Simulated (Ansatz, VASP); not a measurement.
**One calculation of Tl, two programs**

```
CELL_PARAMETERS angstrom
-1.95704 1.95704 1.95704
1.95704 -1.95704 1.95704
1.95704 1.95704 -1.95704
ATOMIC_POSITIONS crystal
Tl 0.00000 0.00000 0.00000
```

Change from the starting cell: volume scaled by 1.025, PAW files.

Alike in both runs: task electric field gradients; functional PBE; k mesh 13 × 13 × 13; occupations fermi-dirac, width 0.05 eV; no spin polarisation.

```csv
,VASP,Ansatz
version,VASP 6.6.1,Ansatz 0.2.0
potentials or method,"VASP PAW PBE potentials, release 64 (Tl_d)","PAW with Ansatz's default frozen-core files, scalar-relativistic"
plane-wave cutoff (eV),520,420
valence electrons in the cell,13,13
```

```csv
,VASP,Ansatz,Ansatz less VASP
pressure (GPa),1.4,1.4,+0.06
```

Neither program's run includes spin-orbit coupling.
